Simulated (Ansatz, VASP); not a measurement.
# Two plane-wave programs on Sc2GeTe5

Contents of INCAR:

```
SYSTEM = Sc2GeTe5
PREC = Accurate ; ENCUT = 600
EDIFF = 1E-6 ; ISMEAR = 0
SIGMA = 0.2 ; LREAL = .FALSE.
LASPH = .TRUE. ; NELM = 80
ALGO = Normal ; ISIF = 3
LWAVE = .FALSE. ; LCHARG = .FALSE.
GGA = PE ; IBRION = 2
NSW = 36 ; EDIFFG = -0.08
```

File KPOINTS:

```
regular mesh
0
G
  4 4 2
  0 0 0
```

POSCAR

```
Sc2GeTe5
1.0
    2.4670263400     -4.1945965700      0.0000000000
    2.4670263400      4.1945965700      0.0000000000
    0.0000000000      0.0000000000     11.1488534800
Sc Ge Te
2 1 5
Direct
    0.7568356300      0.2431643700      0.5000000000
    0.2431643700      0.7568356300      0.5000000000
    0.0000000000      0.0000000000      0.0000000000
    0.1751290500      0.8248709500      0.2422735300
    0.8248709500      0.1751290500      0.2422735300
    0.1751290500      0.8248709500      0.7577264700
    0.8248709500      0.1751290500      0.7577264700
    0.5000000000      0.5000000000      0.5000000000
```

Input for Ansatz:

```yaml
crystal:
  lattice:
    - [2.46702634, -4.19459657, 0.0]
    - [2.46702634, 4.19459657, 0.0]
    - [0.0, 0.0, 11.14885348]
  atoms:
    - { symbol: Sc, position: [0.75683563, 0.24316437, 0.5] }
    - { symbol: Sc, position: [0.24316437, 0.75683563, 0.5] }
    - { symbol: Ge, position: [0.0, 0.0, 0.0] }
    - { symbol: Te, position: [0.17512905, 0.82487095, 0.24227353] }
    - { symbol: Te, position: [0.82487095, 0.17512905, 0.24227353] }
    - { symbol: Te, position: [0.17512905, 0.82487095, 0.75772647] }
    - { symbol: Te, position: [0.82487095, 0.17512905, 0.75772647] }
    - { symbol: Te, position: [0.5, 0.5, 0.5] }
basis:
  ecutwfc: 420
kpoints:
  mp_grid: { grid: [4, 4, 2] }
hamiltonian:
  xc: pbe
scf:
  occupations: { method: gaussian, width: 0.2 }
  lower_state_search: "off"
output:
  forces: true
  stress: true
  eigenvalues: true
relax:
  adjacent_minimum: "off"
  f_tol: 0.08
  max_steps: 16
  cell: { stress_tol: 0.8 }
```

Alike in both runs: task relaxation of cell and atoms; functional PBE; k mesh 4 × 4 × 2; occupations gaussian, width 0.2 eV; no spin polarisation.

|  | VASP | Ansatz |
| --- | --- | --- |
| version | VASP 6.6.1 | Ansatz 0.2.0 |
| potentials or method | VASP PAW PBE potentials, release 64 (Sc_sv, Ge_d, Te), cutoff 600 eV | scalar-relativistic, plane waves, PAW |
| valence electrons in the cell | 66 | 116 |

|  | VASP | Ansatz | Ansatz less VASP |
| --- | --- | --- | --- |
| gap on the k mesh at the Fermi level, each at its own relaxed structure (eV) | none | none | - |
| relaxed volume (Å³/atom) | 33.26 | 33.31 | +0.054 |
| relaxed cell length with the largest relative difference (Å) | 5.461 | 5.490 | +0.0288 |

A gap of «none» marks a metal or a gap that the smearing closes. VASP's potentials hold 66 valence electrons a cell and Ansatz's 116, so a difference there can come from the potentials and not from the codes.

The k mesh is coarse, so the values compare programs but aren't converged. Neither program's run includes spin-orbit coupling. Noted on VASP's run: the volume moved by over 15 % at a fixed basis, so the end points are rough.
